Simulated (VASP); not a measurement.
CaO (Lime), 2 atoms in the cell. Symmetry: Fm-3m, No. 225, cubic system. Conventional cell: a = 4.795 Å, b = 4.795 Å, c = 4.795 Å, α = 90.00°, β = 90.00°, γ = 90.00°. Ca (site symmetry m-3m) has 6 O at 2.40 Å within 3.2 Å. O (site symmetry m-3m) has 6 Ca at 2.40 Å within 3.2 Å. 

- Program: VASP 6.6.1
- Task: single point
- Functional: PBE
- Potentials or basis: VASP PAW PBE potentials, release 64 (Ca_sv, O)
- Cutoff: 520 eV
- k mesh: 6 × 6 × 6
- Occupations: gaussian, width 0.01 eV
- Spin: no spin polarisation
- Dipole correction: no
- Further INCAR settings: ALGO = Normal; EDIFF = 1e-07; NBANDS = 15

Potentials or basis: VASP PAW PBE potentials, release 64 (Ca_sv, O).

Launch:

```bash
$ cat potpaw_PBE.64/Ca_sv/POTCAR potpaw_PBE.64/O/POTCAR > POTCAR
$ mpirun -np 1 vasp_std > vasp.out
```

Hardware: 1 thread of AMD EPYC 9R45 (Zen 5), with other jobs on the host.

Question: Estimate the wall time of this run.

Answer: Run time: 11 s on 1 thread of AMD EPYC 9R45 (Zen 5), on a shared host, peak memory 0.12 GiB. Counts: scf iterations 14, k points 16.
